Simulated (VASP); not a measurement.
# Zn5S6 in VASP: single point with PBE

Aim: the single point of Zn5S6 with PBE.

Everything below comes from runs of VASP 6.6.1. Logs are shortened: lines on timing, memory, paths and dates and some standing lists are left out, and cuts for length are marked.

## (1) The cell of the first run

The cell holds a slab with vacuum, 11 atoms: a = 3.849 Å, b = 3.849 Å, c = 28.608 Å, α = 90.00°, β = 90.00°, γ = 90.00°.

## (2) Single point, PBE

The input, INCAR:

```
SYSTEM = Zn5S6
ALGO = Normal
DIPOL = 0.5 0.5 0.500
EDIFF = 1E-6
ENCUT = 520
GGA = PE
IDIPOL = 3
ISIF = 2
ISMEAR = 0
LASPH = .TRUE.
LCHARG = .FALSE.
LDIPOL = .TRUE.
LREAL = .FALSE.
LWAVE = .FALSE.
NBANDS = 59
NELM = 80
PREC = Accurate
SIGMA = 0.05
```

The input, KPOINTS:

```
k-points
0
G
  10 10 1
  0 0 0
```

The input, POSCAR:

```
Zn5S6
1.0
    3.8488726981      0.0000000000      0.0000000000
    0.0000000000      3.8488726981      0.0000000000
    0.0000000000      0.0000000000     28.6078199237
S Zn
6 5
Direct
    0.0000000000      0.5000000000      0.2621660798
    0.5000000000      0.0000000000      0.3572996479
    0.0000000000      0.5000000000      0.4524332160
    0.5000000000      0.0000000000      0.5475667840
    0.0000000000      0.5000000000      0.6427003521
    0.5000000000      0.0000000000      0.7378339202
    0.5000000000      0.5000000000      0.3097328638
    0.0000000000      0.0000000000      0.4048664319
    0.5000000000      0.5000000000      0.5000000000
    0.0000000000      0.0000000000      0.5951335681
    0.5000000000      0.5000000000      0.6902671362
```

Potentials or basis: VASP PAW PBE potentials, release 64 (S, Zn).

Run with:

```sh
cat potpaw_PBE.64/S/POTCAR potpaw_PBE.64/Zn/POTCAR > POTCAR
mpirun -np 1 vasp_std > vasp.out
```

OUTCAR:

```text
SYSTEM = Zn5S6
   EDIFF = 1E-6
   ENCUT = 520
   GGA = PE
   ISIF = 2
   ISMEAR = 0
   LASPH = .TRUE.
   LREAL = .FALSE.
   NELM = 80
   PREC = Accurate

 ion  position               nearest neighbor table
   1  0.000  0.500  0.262-   7 2.36   7 2.36
   2  0.500  0.000  0.357-   8 2.36   8 2.36   7 2.36   7 2.36
   3  0.000  0.500  0.452-   9 2.36   9 2.36   8 2.36   8 2.36
   4  0.500  0.000  0.548-   9 2.36   9 2.36  10 2.36  10 2.36
   5  0.000  0.500  0.643-  10 2.36  10 2.36  11 2.36  11 2.36
   6  0.500  0.000  0.738-  11 2.36  11 2.36
   7  0.500  0.500  0.310-   1 2.36   1 2.36   2 2.36   2 2.36
   8  0.000  0.000  0.405-   2 2.36   2 2.36   3 2.36   3 2.36
   9  0.500  0.500  0.500-   3 2.36   4 2.36   4 2.36   3 2.36
  10  0.000  0.000  0.595-   5 2.36   5 2.36   4 2.36   4 2.36
  11  0.500  0.500  0.690-   6 2.36   6 2.36   5 2.36   5 2.36

  LATTYP: Found a simple tetragonal cell.
 ALAT       =     3.8488726981
 C/A-ratio  =     7.4327789375

  Lattice vectors:

 A1 = (   3.8488726981,   0.0000000000,   0.0000000000)
 A2 = (   0.0000000000,   3.8488726981,   0.0000000000)
 A3 = (   0.0000000000,   0.0000000000,  28.6078199237)

Analysis of symmetry for initial positions (statically):
=====================================================================
 Subroutine PRICEL returns:
 Original cell was already a primitive cell.

 Routine SETGRP: Setting up the symmetry group for a
 simple tetragonal supercell.

 Subroutine GETGRP returns: Found  8 space group operations
 (whereof  8 operations were pure point group operations)
 out of a pool of 16 trial point group operations.

The static configuration has the point symmetry D_2d.

Analysis of symmetry for dynamics (positions and initial velocities):
=====================================================================
 Subroutine PRICEL returns:
 Original cell was already a primitive cell.

 Routine SETGRP: Setting up the symmetry group for a
 simple tetragonal supercell.

 Subroutine GETGRP returns: Found  8 space group operations
 (whereof  8 operations were pure point group operations)
 out of a pool of 16 trial point group operations.

The dynamic configuration has the point symmetry D_2d.

 Subroutine INISYM returns: Found  8 space group operations
 (whereof  8 operations are pure point group operations),
 and found     1 'primitive' translations

----------------------------------------------------------------------------------------

[... 123 lines left out ...]
   IALGO  =     38    algorithm
   IMIX   =      4    mixing-type and parameters
     AMIX     =   0.40;   BMIX     =  1.00
     AMIX_MAG =   1.60;   BMIX_MAG =  1.00
  volume/ion in A,a.u.               =      38.53       259.99
  Fermi-wavevector in a.u.,A,eV,Ry     =   0.997963  1.885877 13.550464  0.995931
  Thomas-Fermi vector in A             =   2.130155
   LORBIT       =      0    0 simple, 1 ext, 2 COOP (PROOUT), +10 PAW based schemes
   GGA     = PE    functional components
   LHFCALC =     F    Hartree Fock is set to
   AEXX    =    0.0000 exact exchange contribution
   IVDW    =     0    specifies the selected vdW correction
   LEPSILON=     F    determine dielectric tensor
   LRPA    =     F    only Hartree local field effects (RPA)
 non-spin polarized calculation
 Gauss-broadening in eV      SIGMA  =   0.05
  energy-cutoff  :      520.00
  volume of cell :      423.79
 maximum number of plane-waves:     11460
 NGX is ok and might be reduce to    30
   NGX = 15   NGY = 15   NGZ =107

 number of electron      95.9999926 magnetization

 dipolmoment           0.000000      0.000000     -0.000000 electrons x Angstroem

 Free energy of the ion-electron system (eV)
  ---------------------------------------------------
  ext. energy  EPLUGINS =         0.00000000
  ---------------------------------------------------
  free energy    TOTEN  =       -35.56846070 eV

  energy without entropy =      -35.55477895  energy(sigma->0) =      -35.56161983

 E-fermi :  -2.4241     XC(G=0):  -5.5056

 val. band max:       -2.4329166818   @ k =   0.2000   0.2000   0.0000
 cond. band min:      -2.4212407691   @ k =   0.4000   0.2000   0.0000
 fundamental gap:      0.0116759127
 Fermi energy:        -2.4241459725

 k-point     1 :       0.0000    0.0000    0.0000
  band No.  band energies     occupation
      1     -15.4645      2.00000
      2     -15.1293      2.00000
      3     -14.7715      2.00000
      4     -14.5157      2.00000
      5     -13.5292      2.00000
      6     -13.5257      2.00000
[... 1291 lines left out ...]
     58       3.5442      0.00000
     59       3.8201      0.00000

------------------------ aborting loop because EDIFF is reached ----------------------------------------

 vacuum level on the upper side and lower side of the slab       (xc-potential included)        -0.039        -0.039

  FORCE on cell =-STRESS in cart. coord.  units (eV):
  Direction    XX          YY          ZZ          XY          YZ          ZX
  --------------------------------------------------------------------------------------
  -------------------------------------------------------------------------------------
  Total       -2.8896023     -2.8896023     -0.5292907      0.0000000      0.0000000      0.0000000
  in kB      -10.9243801    -10.9243801     -2.0010273      0.0000000      0.0000000      0.0000000
  external PRESSURE =      -7.9499292 kB  Pullay stress =       0.0000000 kB

 VOLUME and BASIS-vectors are now :
 -----------------------------------------------------------------------------
  energy-cutoff  :      520.00
  volume of cell :      423.79
      direct lattice vectors                 reciprocal lattice vectors
     3.848872698  0.000000000  0.000000000     0.259816335  0.000000000  0.000000000
     0.000000000  3.848872698  0.000000000     0.000000000  0.259816335  0.000000000
     0.000000000  0.000000000 28.607819924     0.000000000  0.000000000  0.034955477

 POSITION                                       TOTAL-FORCE (eV/Angst)
 -----------------------------------------------------------------------------------
      0.00000      1.92444      7.50000        -0.000000     -0.000000      0.361568
      1.92444      0.00000     10.22156         0.000000     -0.000000      0.312480
      0.00000      1.92444     12.94313         0.000000     -0.000000      0.055057
      1.92444      0.00000     15.66469         0.000000     -0.000000     -0.055057
      0.00000      1.92444     18.38626         0.000000     -0.000000     -0.312480
      1.92444      0.00000     21.10782        -0.000000     -0.000000     -0.361568
      1.92444      1.92444      8.86078         0.000000     -0.000000     -0.579263
      0.00000      0.00000     11.58235        -0.000000     -0.000000     -0.153308
      1.92444      1.92444     14.30391         0.000000      0.000000      0.000000
      0.00000      0.00000     17.02547        -0.000000     -0.000000      0.153308
      1.92444      1.92444     19.74704         0.000000      0.000000      0.579263
 -----------------------------------------------------------------------------------
    total drift:                                0.000000     -0.000000     -0.000000

  FREE ENERGIE OF THE ION-ELECTRON SYSTEM (eV)
  ---------------------------------------------------
  free  energy   TOTEN  =       -35.5684607048 eV

  energy  without entropy=      -35.5547789466  energy(sigma->0) =      -35.56161983

 vacuum level on the upper side and lower side of the slab         4.780         4.780
```

OSZICAR:

```text
N       E                     dE             d eps       ncg     rms          rms(c)
DAV:   1     0.753703196279E+03    0.75370E+03   -0.41304E+04  2494   0.157E+03
DAV:   2     0.704753315148E+02   -0.68323E+03   -0.65480E+03  2822   0.364E+02
DAV:   3    -0.318309655624E+02   -0.10231E+03   -0.10106E+03  2762   0.146E+02
[... 13 lines left out ...]
DAV:  17    -0.355682810413E+02   -0.58592E-04   -0.12700E-05  3001   0.327E-02    0.651E-03
DAV:  18    -0.355684136590E+02   -0.13262E-03   -0.32041E-05  2731   0.452E-02    0.913E-03
DAV:  19    -0.355684219476E+02   -0.82886E-05   -0.40041E-06  2652   0.235E-02    0.574E-03
DAV:  20    -0.355684529652E+02   -0.31018E-04   -0.50271E-06  1970   0.115E-02    0.380E-03
DAV:  21    -0.355684608243E+02   -0.78591E-05   -0.11775E-06  1979   0.568E-03    0.185E-03
DAV:  22    -0.355684607048E+02    0.11946E-06   -0.11486E-07  1677   0.292E-03
   1 F= -.35568461E+02 E0= -.35561620E+02  d E =-.136818E-01
```

It took 7.2 min on 1 thread of Intel Xeon 6975P-C (Granite Rapids), shared host; peak memory 0.7 GiB.

What came out:

```yaml
Free_energy: -35.5685 eV
Largest_force: 0.579 eV/Å
Band_gap_on_the_k_mesh: zero (band 48 reaches -1.96 eV, above the bottom of band 49 at -3.17 eV)
```

Forces in eV/Å, atoms in the order of the input:
```
S    0.000  0.000  0.362
S    0.000  0.000  0.312
S    0.000  0.000  0.055
S    0.000  0.000 -0.055
S    0.000  0.000 -0.312
S    0.000  0.000 -0.362
Zn   0.000  0.000 -0.579
Zn   0.000  0.000 -0.153
Zn   0.000  0.000  0.000
Zn   0.000  0.000  0.153
Zn   0.000  0.000  0.579
```

Levels at points of the mesh, in eV from the Fermi level:
| k point | band 46 | band 47 | band 48 | band 49 | band 50 | band 51 |
| --- | --- | --- | --- | --- | --- | --- |
| (0.00, 0.00, 0.00) | 0.08 | 0.08 | 0.47 | 0.47 | 2.57 | 3.55 |
| (0.50, 0.00, 0.00) | -0.51 | -0.23 | -0.12 | 0.55 | 3.56 | 3.61 |
| (0.50, 0.50, 0.00) | -0.82 | -0.81 | -0.74 | -0.74 | 3.82 | 3.82 |
